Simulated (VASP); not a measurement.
# AlN (P6_3mc) in VASP: a series of runs, part 3 of 3

VASP 6.6.1. The steps go on from the part before.

### Step 6. Single point, PBE (strain +0.080 along x and y, -0.040 along z)

Contents of INCAR:

```
ALGO = Normal
EDIFF = 1E-7
ENCUT = 520
GGA = PE
ISIF = 2
ISMEAR = 0
LASPH = T
LCHARG = F
LREAL = F
LWAVE = F
NBANDS = 16
NELM = 60
PREC = Accurate
SIGMA = 0.05
```

Contents of KPOINTS:

```
k-points
0
Gamma
  12 12 6
```

Contents of POSCAR:

```
AlN
1.0
    3.3806587278      0.0000000000      0.0000000000
   -1.6903293639      2.9277363398      0.0000000000
    0.0000000000      0.0000000000      4.8172604684
Al N
2 2
Direct
    0.3333333333      0.6666666667      0.0017287175
    0.6666666667      0.3333333333      0.5017287175
    0.3333333333      0.6666666667      0.3832712825
    0.6666666667      0.3333333333      0.8832712825
```

Potentials or basis: VASP PAW PBE potentials, release 64 (Al, N).

On the command line:

```
$ cat potpaw_PBE.64/Al/POTCAR potpaw_PBE.64/N/POTCAR > POTCAR
$ mpirun -np 1 vasp_std > vasp.out
```

OUTCAR:

```text
EDIFF = 1E-7
   ENCUT = 520
   GGA = PE
   ISIF = 2
   ISMEAR = 0
   LASPH = T
   LREAL = F
   NELM = 60
   PREC = Accurate

 ion  position               nearest neighbor table
   1  0.333  0.667  0.002-   3 1.84   4 2.03   4 2.03   4 2.03   2 3.10   2 3.10   2 3.10   2 3.10
                             2 3.10   2 3.10
   2  0.667  0.333  0.502-   4 1.84   3 2.03   3 2.03   3 2.03   1 3.10   1 3.10   1 3.10   1 3.10
                             1 3.10   1 3.10
   3  0.333  0.667  0.383-   1 1.84   2 2.03   2 2.03   2 2.03
   4  0.667  0.333  0.883-   2 1.84   1 2.03   1 2.03   1 2.03

  LATTYP: Found a hexagonal cell.
 ALAT       =     3.3806587278
 C/A-ratio  =     1.4249472828

  Lattice vectors:

 A1 = (   3.3806587278,   0.0000000000,   0.0000000000)
 A2 = (  -1.6903293639,   2.9277363398,   0.0000000000)
 A3 = (   0.0000000000,   0.0000000000,   4.8172604684)

Analysis of symmetry for initial positions (statically):
=====================================================================
[... 179 lines left out ...]
 E-fermi :   5.3045     XC(G=0): -10.3350

 val. band max:        5.1128460969   @ k =   0.0000   0.0000   0.0000
 cond. band min:       7.9825958123   @ k =   0.0000   0.0000   0.0000
 fundamental gap:      2.8697497153
 Fermi energy:         5.3045396417

 k-point     1 :       0.0000    0.0000    0.0000
  band No.  band energies     occupation
      1      -9.5185      2.00000
      2      -7.3333      2.00000
      3      -0.1763      2.00000
      4       3.7469      2.00000
      5       3.7469      2.00000
      6       4.7137      2.00000
[... 433 lines left out ...]
      3       0.3714      2.00000
      4       1.4302      2.00000
      5       2.1057      2.00000
      6       2.9570      2.00000
[... 8 lines left out ...]
     15      16.4508      0.00000
     16      17.3216      0.00000

 [... further k-points ...]

------------------------ aborting loop because EDIFF is reached ----------------------------------------

  FORCE on cell =-STRESS in cart. coord.  units (eV):
  Direction    XX          YY          ZZ          XY          YZ          ZX
  --------------------------------------------------------------------------------------
  -------------------------------------------------------------------------------------
  Total       -8.0986846     -8.0986846      2.3125863      0.0000000      0.0000000      0.0000000
  in kB     -272.1395396   -272.1395396     77.7096784      0.0000000      0.0000000      0.0000000
  external PRESSURE =    -155.5231336 kB  Pullay stress =       0.0000000 kB

 VOLUME and BASIS-vectors are now :
 -----------------------------------------------------------------------------
  energy-cutoff  :      520.00
  volume of cell :       47.68
      direct lattice vectors                 reciprocal lattice vectors
     3.380658728  0.000000000  0.000000000     0.295800340  0.170780406  0.000000000
    -1.690329364  2.927736340  0.000000000     0.000000000  0.341560811  0.000000000
     0.000000000  0.000000000  4.817260468     0.000000000  0.000000000  0.207586865

 POSITION                                       TOTAL-FORCE (eV/Angst)
 -----------------------------------------------------------------------------------
     -0.00000      1.95182      0.00833        -0.000000      0.000000     -1.166374
      1.69033      0.97591      2.41696         0.000000     -0.000000     -1.166374
     -0.00000      1.95182      1.84632        -0.000000      0.000000      1.166374
      1.69033      0.97591      4.25495         0.000000     -0.000000      1.166374
 -----------------------------------------------------------------------------------
    total drift:                               -0.000000      0.000000     -0.000361

  FREE ENERGIE OF THE ION-ELECTRON SYSTEM (eV)
  ---------------------------------------------------
  free  energy   TOTEN  =       -29.0534435870 eV

  energy  without entropy=      -29.0534435870  energy(sigma->0) =      -29.05344359
```

OSZICAR:

```text
N       E                     dE             d eps       ncg     rms          rms(c)
DAV:   1     0.426117010295E+02    0.42612E+02   -0.70603E+03  2432   0.880E+02
DAV:   2    -0.296004998610E+02   -0.72212E+02   -0.65559E+02  3488   0.180E+02
DAV:   3    -0.335389336250E+02   -0.39384E+01   -0.39232E+01  2944   0.436E+01
DAV:   4    -0.335659929624E+02   -0.27059E-01   -0.27057E-01  2992   0.413E+00
DAV:   5    -0.335663680702E+02   -0.37511E-03   -0.37511E-03  2904   0.490E-01    0.116E+01
DAV:   6    -0.290573994673E+02    0.45090E+01   -0.10889E+01  3016   0.233E+01    0.401E+00
DAV:   7    -0.290733212020E+02   -0.15922E-01   -0.57056E-01  2464   0.548E+00    0.279E+00
DAV:   8    -0.290595267164E+02    0.13794E-01   -0.96753E-02  2728   0.274E+00    0.762E-01
DAV:   9    -0.290527716982E+02    0.67550E-02   -0.15782E-02  3104   0.960E-01    0.282E-01
DAV:  10    -0.290535161136E+02   -0.74442E-03   -0.32006E-03  2616   0.365E-01    0.135E-01
DAV:  11    -0.290534319500E+02    0.84164E-04   -0.31820E-04  2696   0.145E-01    0.252E-02
DAV:  12    -0.290534438595E+02   -0.11910E-04   -0.25004E-05  2792   0.385E-02    0.118E-02
DAV:  13    -0.290534433620E+02    0.49756E-06   -0.46691E-06  2928   0.172E-02    0.224E-03
DAV:  14    -0.290534435620E+02   -0.20005E-06   -0.50361E-07  2664   0.522E-03    0.125E-03
DAV:  15    -0.290534435870E+02   -0.24940E-07   -0.43658E-08  1984   0.138E-03
   1 F= -.29053444E+02 E0= -.29053444E+02  d E =-.143571E-10
```

stdout:

```text
POSCAR found type information on POSCAR AlN
 POSCAR found :  2 types and       4 ions
 scaLAPACK will be used
 LDA part: xc-table for (Slater+PW92), standard interpolation
 POSCAR, INCAR and KPOINTS ok, starting setup
 FFT: planning ... GRIDC
 FFT: planning ... GRID_SOFT
 FFT: planning ... GRID
 WAVECAR not read
 entering main loop
```

Wall time 98 s (1 thread of Intel Xeon 8259CL, shared host); peak memory 0.2 GiB.

Results:

| Item | Value |
| --- | --- |
| Free energy | -29.0534 eV |
| Pressure | -15.6 GPa |
| Largest force | 1.166 eV/Å |
| Band gap on the k mesh | 2.87 eV |

Forces on the atoms (eV/Å):
```
Al   0.000  0.000 -1.166
Al   0.000  0.000 -1.166
N    0.000  0.000  1.166
N    0.000  0.000  1.166
```

Caveat: the cell differs from its parent crystal (strain +0.080 along x and y, -0.040 along z); the cell stands under tension; forces of over 1 eV/Å act on the atoms, so gaps and moduli don't describe the material at rest. A k mesh can miss the band edges.

### Step 7. Overview

```tsv
cell	gap on the mesh (eV)	pressure (GPa)	largest force (eV/Å)
a = 3.255, b = 3.255, c = 4.817 Å, angles 90.0, 90.0, 120.0°, 4 atoms	3.52	-6.1	1.00
a = 3.381, b = 3.381, c = 4.617 Å, angles 90.0, 90.0, 120.0°, 4 atoms	3.14	-7.3	2.44
a = 3.130, b = 3.130, c = 5.419 Å, angles 90.0, 90.0, 120.0°, 4 atoms	3.30	-11.3	0.30
a = 3.255, b = 3.255, c = 5.018 Å, angles 90.0, 90.0, 120.0°, 4 atoms	3.29	-13.2	0.29
a = 3.381, b = 3.381, c = 4.817 Å, angles 90.0, 90.0, 120.0°, 4 atoms	2.87	-15.6	1.17
```

Alike in all rows: task single point; level PBE; potentials or basis VASP PAW PBE potentials, release 64 (Al, N); no spin polarisation; k mesh 12 × 12 × 6; cutoff (eV) 520; smearing gaussian 0.05 eV.

Caveats: the cell stands under tension; forces of over 1 eV/Å act on the atoms, so gaps and moduli don't describe the material at rest (at least some runs).

Total energies depend on the potentials used, so only differences within one code and one set of settings carry meaning.
